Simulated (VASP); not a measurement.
Runs of VASP 6.6.1 on Hf. The structure is that of space group P6_3/mmc (No. 194), or close to it. The cells are those of the table. 

```tsv
cell	further INCAR settings	gap on the mesh (eV)	pressure (GPa)
a = 3.375, b = 3.375, c = 4.538 Å, angles 90.0, 90.0, 120.0°, 2 atoms	ALGO = Fast; EDIFF = 1e-07; NBANDS = 17	none	-6.1
a = 3.008, b = 3.008, c = 5.711 Å, angles 90.0, 90.0, 120.0°, 2 atoms	ALGO = Fast; EDIFF = 1e-06; NBANDS = 17	none	-7.4
a = 3.240, b = 3.240, c = 4.922 Å, angles 90.0, 90.0, 120.0°, 2 atoms	ALGO = Fast; EDIFF = 1e-07; NBANDS = 17	none	-7.4
a = 3.287, b = 3.287, c = 4.784 Å, angles 90.0, 90.0, 120.0°, 2 atoms	ALGO = Fast; EDIFF = 1e-06; NBANDS = 17	none	-7.0
a = 3.097, b = 3.097, c = 5.390 Å, angles 90.0, 90.0, 120.0°, 2 atoms	ALGO = Fast; EDIFF = 1e-06; NBANDS = 17	none	(a)
```

Alike in all rows: task single point; level LDA; potentials or basis VASP PAW LDA potentials, release 64 (Hf_pv); no spin polarisation; k mesh 21 × 21 × 10; cutoff (eV) 520; smearing gaussian 0.15 eV.

Question: Estimate the missing entries.

Answer: (a) -7.6.

Caveats: spin-orbit coupling is left out, which moves the levels of the heavy elements.

A k mesh can miss the band edges, and the runs leave out spin-orbit coupling on Hf.

A gap of «none» marks levels without a gap at the run's occupations.
